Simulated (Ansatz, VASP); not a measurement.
**Two plane-wave programs on HfSi**

```
CELL_PARAMETERS angstrom
6.86248 0.00000 0.00000
0.00000 3.77528 0.00000
0.00000 0.00000 5.22542
ATOMIC_POSITIONS crystal
Hf 0.17563 0.25000 0.12616
Hf 0.32437 0.75000 0.62616
Hf 0.67563 0.25000 0.37384
Hf 0.82437 0.75000 0.87384
Si 0.04288 0.25000 0.63913
Si 0.45712 0.75000 0.13913
Si 0.54288 0.25000 0.86087
Si 0.95712 0.75000 0.36087
```

Alike in both runs: functional r2SCAN; k mesh 6 × 10 × 8; occupations gaussian, width 0.1 eV; no spin polarisation.

Ansatz relaxed the structure, and its values are those at the end. VASP's run is a single point on that final structure, the one shown.

|  | VASP | Ansatz |
| --- | --- | --- |
| version | VASP 6.6.1 | Ansatz 0.2.0 |
| potentials or method | VASP PAW PBE potentials, release 64 (Hf_pv, Si), cutoff 520 eV | scalar-relativistic, plane waves, PAW |
| valence electrons in the cell | 56 | 120 |

VASP gave:

```
gap on the k mesh at the Fermi level (eV) : none
pressure (GPa)                            : -0.3
rms of the force components (eV/Å)        : 0.003
```

Question: Which values does Ansatz return?

Answer: gap on the k mesh at the Fermi level (eV): none; pressure (GPa): 0.0; rms of the force components (eV/Å): 0.003.

VASP's potentials were made for PBE, not for r2SCAN. A gap of «none» marks a metal or a gap that the smearing closes. VASP's potentials hold 56 valence electrons a cell and Ansatz's 120, so a difference there can come from the potentials and not from the codes.

Neither program's run includes spin-orbit coupling.
